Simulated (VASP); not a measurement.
# B2P (C2/m) in VASP: single point with PBE

Aim: the single point of B2P with PBE.

Everything below comes from runs of VASP 6.6.1. Logs are shortened: lines on timing, memory, paths and dates and some standing lists are left out, and cuts for length are marked.

## Step 1: The cell of the first run

It takes space group C2/m (No. 12, monoclinic). The conventional cell has a = 5.394 Å, b = 3.089 Å, c = 7.629 Å, α = 90.00°, β = 90.11°, γ = 90.00°. Within 2.3 Å of B (site symmetry m) lie 1 B at 1.74 Å and 3 P at 1.93 Å. Within 2.4 Å of B (site symmetry m) lie 3 B at 1.81 to 1.90 Å and 1 P at 1.95 Å. Within 2.6 Å of P (site symmetry m) lie 4 B at 1.93 to 1.95 Å.

## Step 2: Single point, PBE

INCAR

```
SYSTEM = B2P
ALGO = Normal ; EDIFF = 1E-6
ENCUT = 520 ; GGA = PE
ISIF = 2 ; ISMEAR = 0
LASPH = .True. ; LCHARG = .False.
LREAL = .False. ; LWAVE = .False.
NBANDS = 20 ; NELM = 80
PREC = Accurate ; SIGMA = 0.1
```

KPOINTS

```
k-points
0
Gamma
  14 14 6
  0 0 0
```

POSCAR

```
B2P
1.0
    2.6967683714     -1.5443813541      0.0003984543
    2.6967683714      1.5443813541      0.0003984543
   -0.0156370994      0.0000000000      7.6291147827
B P
4 2
Direct
    0.4992914449      0.4992914449      0.1137752251
    0.5007085551      0.5007085551      0.8862247749
    0.8400256621      0.8400256621      0.5356030877
    0.1599743379      0.1599743379      0.4643969123
    0.1679482576      0.1679482576      0.2094306609
    0.8320517424      0.8320517424      0.7905693391
```

Potentials or basis: VASP PAW PBE potentials, release 64 (B, P).

Run with:

```bash
> cat potpaw_PBE.64/B/POTCAR potpaw_PBE.64/P/POTCAR > POTCAR
> mpirun -np 1 vasp_std > vasp.out
```

OUTCAR:

```text
SYSTEM = B2P
   EDIFF = 1E-6
   ENCUT = 520
   GGA = PE
   ISIF = 2
   ISMEAR = 0
   LASPH = .True.
   LREAL = .False.
   NELM = 80
   PREC = Accurate

 ion  position               nearest neighbor table
   1  0.499  0.499  0.114-   2 1.74   5 1.93   5 1.93   5 1.93
   2  0.501  0.501  0.886-   1 1.74   6 1.93   6 1.93   6 1.93
   3  0.840  0.840  0.536-   4 1.81   4 1.90   4 1.90   6 1.95
   4  0.160  0.160  0.464-   3 1.81   3 1.90   3 1.90   5 1.95
   5  0.168  0.168  0.209-   1 1.93   1 1.93   1 1.93   4 1.95
   6  0.832  0.832  0.791-   2 1.93   2 1.93   2 1.93   3 1.95

  LATTYP: Found a base centered monoclinic cell.
 ALAT       =     5.3935368017
 B/A-ratio  =     0.5726785265
 C/A-ratio  =     1.4144949944
 COS(beta)  =    -0.0019019045

  Lattice vectors:

 A1 = (   2.6967683714,  -1.5443813541,   0.0003984543)
 A2 = (   2.6967683714,   1.5443813541,   0.0003984543)
 A3 = (  -0.0156370994,   0.0000000000,   7.6291147827)

Analysis of symmetry for initial positions (statically):
=====================================================================
 Subroutine PRICEL returns:
 Original cell was already a primitive cell.

 Routine SETGRP: Setting up the symmetry group for a
 base centered monoclinic supercell.

 Subroutine GETGRP returns: Found  4 space group operations
 (whereof  4 operations were pure point group operations)
 out of a pool of  4 trial point group operations.

The static configuration has the point symmetry C_2h.

Analysis of symmetry for dynamics (positions and initial velocities):
=====================================================================
 Subroutine PRICEL returns:
 Original cell was already a primitive cell.

 Routine SETGRP: Setting up the symmetry group for a
 base centered monoclinic supercell.

 Subroutine GETGRP returns: Found  4 space group operations
 (whereof  4 operations were pure point group operations)
 out of a pool of  4 trial point group operations.

The dynamic configuration has the point symmetry C_2h.

 Subroutine INISYM returns: Found  4 space group operations
 (whereof  4 operations are pure point group operations),
 and found     1 'primitive' translations

----------------------------------------------------------------------------------------

                                     Primitive cell

  volume of cell :      63.5481

  direct lattice vectors                    reciprocal lattice vectors
     2.696768371 -1.544381354  0.000398454     0.185407043 -0.323754233  0.000380022
     2.696768371  1.544381354  0.000398454     0.185407043  0.323754233  0.000380022
    -0.015637099  0.000000000  7.629114783    -0.000019367  0.000000000  0.131076767

  length of vectors
     3.107679774  3.107679774  7.629130808     0.373085404  0.373085404  0.131076768

  position of ions in fractional coordinates (direct lattice)
     0.499291445  0.499291445  0.113775225
     0.500708555  0.500708555  0.886224775
     0.840025662  0.840025662  0.535603088
     0.159974338  0.159974338  0.464396912
     0.167948258  0.167948258  0.209430661
     0.832051742  0.832051742  0.790569339

  ion indices of the primitive-cell ions
   primitive index   ion index
                 1           1
                 2           2
                 3           3
                 4           4
                 5           5
                 6           6

----------------------------------------------------------------------------------------

 KPOINTS: k-points

Automatic generation of k-mesh.
 Grid dimensions read from file:
 generate k-points for:   14   14    6

 Generating k-lattice:

  Cartesian coordinates                     Fractional coordinates (reciprocal lattice)
     0.013243360 -0.023125302  0.000027144     0.071428571  0.000000000  0.000000000
     0.013243360  0.023125302  0.000027144     0.000000000  0.071428571  0.000000000
    -0.000003228  0.000000000  0.021846128     0.000000000  0.000000000  0.166666667

  Length of vectors
     0.026648957  0.026648957  0.021846128

  Shift w.r.t. Gamma in fractional coordinates (k-lattice)
     0.000000000  0.000000000  0.000000000

 Subroutine IBZKPT returns following result:
 ===========================================

 Found    324 irreducible k-points:

 Following reciprocal coordinates:
            Coordinates               Weight
  0.000000  0.000000  0.000000      1.000000
  0.071429  0.000000  0.000000      4.000000
  0.142857  0.000000  0.000000      4.000000
  0.214286  0.000000  0.000000      4.000000
  0.285714  0.000000  0.000000      4.000000
  0.357143  0.000000  0.000000      4.000000
[... 16 lines left out ...]
  0.214286  0.142857  0.000000      4.000000
  0.285714  0.142857  0.000000      4.000000
 [... further k-points ...]
   k-points           NKPTS =    324   k-points in BZ     NKDIM =    324   number of bands    NBANDS=     20
   number of dos      NEDOS =    301   number of ions     NIONS =      6
   total plane-waves  NPLWV =  34560
   dimension x,y,z NGX =    24 NGY =   24 NGZ =   60
   dimension x,y,z NGXF=    48 NGYF=   48 NGZF=  120
   ions per type =               4   2
   NGX,Y,Z   is equivalent  to a cutoff of  12.84, 12.84, 13.07 a.u.
   NGXF,Y,Z  is equivalent  to a cutoff of  25.68, 25.68, 26.15 a.u.
 SYSTEM =  B2P
   PREC   = accura    normal or accurate (medium, high low for compatibility)
   ISTART =      0    job   : 0-new  1-cont  2-samecut
   ICHARG =      2    charge: 1-file 2-atom 10-const
   ISPIN  =      1    spin polarized calculation?
   LNONCOLLINEAR =      F non collinear calculations
   LSORBIT =      F    spin-orbit coupling
   LASPH  =      T    aspherical Exc in radial PAW
   ENCUT  =  520.0 eV  38.22 Ry    6.18 a.u.   5.78  5.78 14.19*2*pi/ulx,y,z
   NELM   =     80;   NELMIN=  2; NELMDL= -5     # of ELM steps
   EDIFF  = 0.1E-05   stopping-criterion for ELM
   LREAL  =      F    real-space projection
   EDIFFG = 0.1E-04   stopping-criterion for IOM
   NSW    =      0    number of steps for IOM
   IBRION =     -1    ionic relax: 0-MD 1-quasi-New 2-CG
   NFREE  =      0    steps in history (QN), initial steepest desc. (CG)
   ISIF   =      2    stress and relaxation
   ISYM   =      2    0-nonsym 1-usesym 2-fastsym
   POTIM  = 0.5000    time-step for ionic-motion
   TEBEG  =    0.0;   TEEND  =   0.0 temperature during run
   PSTRESS=    0.0 pullay stress
   NELECT =      22.0000    total number of electrons
   NUPDOWN=      -1.0000    fix difference up-down
   EMIN   =  10.00;   EMAX   =-10.00  energy-range for DOS
   EFERMI =   0.00;   METHOD = LEGACY
   ISMEAR =     0;   SIGMA  =   0.10  broadening in eV -4-tet -1-fermi 0-gaus
   EFERMI_NEDOS =   21; number of points for ismear=-14 and -15
   IALGO  =     38    algorithm
   IMIX   =      4    mixing-type and parameters
     AMIX     =   0.40;   BMIX     =  1.00
     AMIX_MAG =   1.60;   BMIX_MAG =  1.00
  volume/ion in A,a.u.               =      10.59        71.47
  Fermi-wavevector in a.u.,A,eV,Ry     =   1.149516  2.172270 17.978552  1.321386
  Thomas-Fermi vector in A             =   2.286185
   LORBIT       =      0    0 simple, 1 ext, 2 COOP (PROOUT), +10 PAW based schemes
   GGA     = PE    functional components
   LHFCALC =     F    Hartree Fock is set to
   AEXX    =    0.0000 exact exchange contribution
   IVDW    =     0    specifies the selected vdW correction
   LEPSILON=     F    determine dielectric tensor
   LRPA    =     F    only Hartree local field effects (RPA)
 non-spin polarized calculation
 Gauss-broadening in eV      SIGMA  =   0.10
  energy-cutoff  :      520.00
  volume of cell :       63.55
 maximum number of plane-waves:      1736
   NGX = 11   NGY = 11   NGZ = 29

 number of electron      21.9999999 magnetization

 Free energy of the ion-electron system (eV)
  ---------------------------------------------------
  ext. energy  EPLUGINS =         0.00000000
  ---------------------------------------------------
  free energy    TOTEN  =       -37.05059846 eV

  energy without entropy =      -37.03990410  energy(sigma->0) =      -37.04525128

 E-fermi :   5.7813     XC(G=0): -10.9988

 val. band max:        5.7768643764   @ k =  -0.0714  -0.0000   0.1667
 cond. band min:       5.7835273472   @ k =   0.2857   0.0714   0.1667
 fundamental gap:      0.0066629707
 Fermi energy:         5.7813325102

 k-point     1 :       0.0000    0.0000    0.0000
  band No.  band energies     occupation
      1      -8.7362      2.00000
      2      -7.4954      2.00000
      3      -4.6503      2.00000
      4       0.4872      2.00000
      5       0.6534      2.00000
      6       5.4641      1.99999
[... 12 lines left out ...]
     19      13.0368      0.00000
     20      13.3871      0.00000

 k-point     2 :       0.0714    0.0000    0.0000
  band No.  band energies     occupation
      1      -8.6479      2.00000
      2      -7.4088      2.00000
      3      -4.5681      2.00000
      4       0.5478      2.00000
      5       0.7209      2.00000
      6       4.9662      2.00000
[... 12 lines left out ...]
     19      13.3135      0.00000
     20      13.5611      0.00000

 k-point     3 :       0.1429    0.0000    0.0000
  band No.  band energies     occupation
      1      -8.3841      2.00000
      2      -7.1512      2.00000
      3      -4.3225      2.00000
      4       0.7186      2.00000
      5       0.9098      2.00000
      6       3.6584      2.00000
[... 12 lines left out ...]
     19      13.7967      0.00000
     20      14.5920      0.00000

 k-point     4 :       0.2143    0.0000    0.0000
  band No.  band energies     occupation
      1      -7.9490      2.00000
      2      -6.7300      2.00000
      3      -3.9176      2.00000
      4       0.9420      2.00000
      5       1.1142      2.00000
      6       2.2228      2.00000
[... 429 lines left out ...]
 k-point    23 :       0.2143    0.1429    0.0000
  band No.  band energies     occupation
      1      -8.1297      2.00000
      2      -6.9045      2.00000
      3      -4.0855      2.00000
      4       0.8677      2.00000
      5       1.0475      2.00000
      6       2.8187      2.00000
[... 12 lines left out ...]
     19      14.1214      0.00000
     20      14.6831      0.00000

 k-point    24 :       0.2857    0.1429    0.0000
  band No.  band energies     occupation
      1      -7.7002      2.00000
      2      -6.4921      2.00000
      3      -3.6860      2.00000
      4       1.0310      2.00000
      5       1.0965      2.00000
      6       2.2510      2.00000
[... 12 lines left out ...]
     19      14.0766      0.00000
     20      14.5352      0.00000

 [... further k-points ...]

------------------------ aborting loop because EDIFF is reached ----------------------------------------

  FORCE on cell =-STRESS in cart. coord.  units (eV):
  Direction    XX          YY          ZZ          XY          YZ          ZX
  --------------------------------------------------------------------------------------
  -------------------------------------------------------------------------------------
  Total       -0.0845548     -0.0830506     -0.0788609      0.0000000      0.0000000     -0.0001952
  in kB       -2.1317997     -2.0938763     -1.9882449      0.0000000      0.0000000     -0.0049215
  external PRESSURE =      -2.0713070 kB  Pullay stress =       0.0000000 kB

 VOLUME and BASIS-vectors are now :
 -----------------------------------------------------------------------------
  energy-cutoff  :      520.00
  volume of cell :       63.55
      direct lattice vectors                 reciprocal lattice vectors
     2.696768371 -1.544381354  0.000398454     0.185407043 -0.323754233  0.000380022
     2.696768371  1.544381354  0.000398454     0.185407043  0.323754233  0.000380022
    -0.015637099  0.000000000  7.629114783    -0.000019367  0.000000000  0.131076767

 POSITION                                       TOTAL-FORCE (eV/Angst)
 -----------------------------------------------------------------------------------
      2.69117      0.00000      0.86840         0.000922      0.000000      0.014664
      2.68673      0.00000      6.76151        -0.000922      0.000000     -0.014664
      4.52233      0.00000      4.08685        -0.002520      0.000000      0.008049
      0.85557      0.00000      3.54306         0.002520      0.000000     -0.008049
      0.90256      0.00000      1.59790        -0.000949      0.000000     -0.002044
      4.47534      0.00000      6.03201         0.000949      0.000000      0.002044
 -----------------------------------------------------------------------------------
    total drift:                               -0.000000     -0.000000      0.000000

  FREE ENERGIE OF THE ION-ELECTRON SYSTEM (eV)
  ---------------------------------------------------
  free  energy   TOTEN  =       -37.0505984578 eV

  energy  without entropy=      -37.0399040994  energy(sigma->0) =      -37.04525128
```

Run time: 2.7 min. Hardware: 1 thread of Intel Xeon Platinum 8488C (Sapphire Rapids), shared host; peak memory 0.41 GiB.

Results:

```yaml
Free_energy: -37.0506 eV
Pressure: -0.2 GPa
Largest_force: 0.015 eV/Å
Band_gap_on_the_k_mesh: zero (bands 11 and 12 overlap by 3.90 eV)
```

Forces on the atoms (eV/Å):
```
B    0.001  0.000  0.015
B   -0.001  0.000 -0.015
B   -0.003  0.000  0.008
B    0.003  0.000 -0.008
P   -0.001  0.000 -0.002
P    0.001  0.000  0.002
```
